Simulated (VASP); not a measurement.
A run of VASP 6.6.1:

Contents of INCAR:

```
PREC     = Accurate       # precision mode
ENCUT    = 520            # plane-wave cutoff, eV
EDIFF    = 1E-6           # SCF threshold, eV
ISMEAR   = 0              # smearing method
SIGMA    = 0.1            # smearing width, eV
LREAL    = F              # projectors in reciprocal space
LASPH    = T              # aspherical terms in the spheres
NELM     = 150            # most SCF steps
ALGO     = Normal         # electronic algorithm
ISIF     = 2              # what is computed and relaxed
LWAVE    = F              # write WAVECAR
LCHARG   = T              # write CHGCAR
ISPIN    = 2              # spin polarisation
MAGMOM   = 1.84 1.84      # initial moments
LORBIT   = 11             # projections on sites
LMAXMIX  = 4              # l up to which the mixer works
GGA      = PE             # functional
LELF     = T              # ELF
LVHAR    = T            
NBANDS   = 20             # bands
```

KPOINTS

```
regular mesh
0
Gamma
  15 15 9
```

File POSCAR:

```
Co
1.0
    2.4922554825      0.0000000000      0.0000000000
   -1.2461277413      2.1583565606      0.0000000000
    0.0000000000      0.0000000000      4.0333188402
Co
2
Direct
    0.3333333333      0.6666666667      0.2500000000
    0.6666666667      0.3333333333      0.7500000000
```

Potentials or basis: VASP PAW PBE potentials, release 64 (Co).

Command:

```console
$ cat potpaw_PBE.64/Co/POTCAR > POTCAR
$ mpirun -np 1 vasp_std > vasp.out
```

Hardware: 1 thread of Oxide Virtual Turin-like Processor, on a shared host.

Task: How long does it take, and how much memory?

Result: Run time: 48 s on 1 thread of Oxide Virtual Turin-like Processor, on a shared host, peak memory 0.17 GiB. Counts: scf iterations 12, k points 135.
